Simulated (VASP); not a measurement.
Set up this calculation in VASP 6.6.1, as the native input.

```
Task                   : single point
Functional             : PBE
Dispersion             : D3(BJ)
Potentials or basis    : VASP PAW PBE potentials, release 64 (Cl)
Cutoff                 : 400 eV
k mesh                 : 1 × 1 × 1
Occupations            : fermi-dirac, width 0.02 eV
Spin                   : no spin polarisation
Dipole correction      : no
Further INCAR settings : ALGO = Normal; EDIFF = 1e-06; NBANDS = 70
```

The structure of Cl lies in POSCAR:

```
Cl
1.0
    8.7065880000      0.0000000000      0.0000000000
    0.0000000000      8.7065880000      0.0000000000
    0.0000000000      0.0000000000      8.7065880000
Cl
16
Direct
    0.4153137378     -0.0894385710      0.4153984986
    0.4179046938      0.1450099955      0.4104301383
    0.8242546997      0.7237276972      0.9270799578
    0.8830280836      0.7063179031      0.7016715411
    0.0334245928      0.5982359902      0.4114077373
   -0.0130793238      0.6372500210      0.1816413983
    0.0375832169      0.2817461199      0.6074329186
    0.0240586476      0.2219210935      0.8351101784
    0.4003638887      0.5496827785      0.7979244678
    0.4045576203      0.5407133223      1.0309994637
   -0.0118867994      0.1156775072      0.3296473393
   -0.0226877572      0.0612155917      0.1025994115
    0.6542714723      0.1798449033      0.8425409125
    0.4267531718      0.1333711832      0.8631126962
    0.4160429912      0.5436657287      0.4147916234
    0.6491182639      0.5301264357      0.4249203171
```

These files were run (other wordings do the same):

INCAR

```
SYSTEM = Cl
  PREC = Accurate
  ENCUT = 400
  EDIFF = 1E-6
  ISMEAR = -1
  SIGMA = 0.02
  LREAL = .FALSE.
  LASPH = .TRUE.
  NELM = 120
  ALGO = Normal
  ISIF = 2
  LWAVE = .FALSE.
  LCHARG = .TRUE.
  GGA = PE
  IVDW = 12
  LELF = .TRUE.
  LVHAR = .TRUE.
  NBANDS = 70
  GGA_COMPAT = .FALSE.
```

KPOINTS

```
regular mesh
0
G
  1 1 1
  0 0 0
```

Potentials or basis: VASP PAW PBE potentials, release 64 (Cl).

Run with:

```sh
$ cat potpaw_PBE.64/Cl/POTCAR > POTCAR
$ mpirun -np 1 vasp_gam > vasp.out
```

Results of the run:

| Property | Result |
| --- | --- |
| Pressure | -1.1 GPa |
| Largest force | 0.363 eV/Å |
| Dispersion energy per atom | -0.097 eV |

Caveat: the k points lie up to 0.72 Å⁻¹ apart.

It took 110 s on 1 thread of Intel Xeon 8259CL (shared host), peak memory 0.46 GiB.
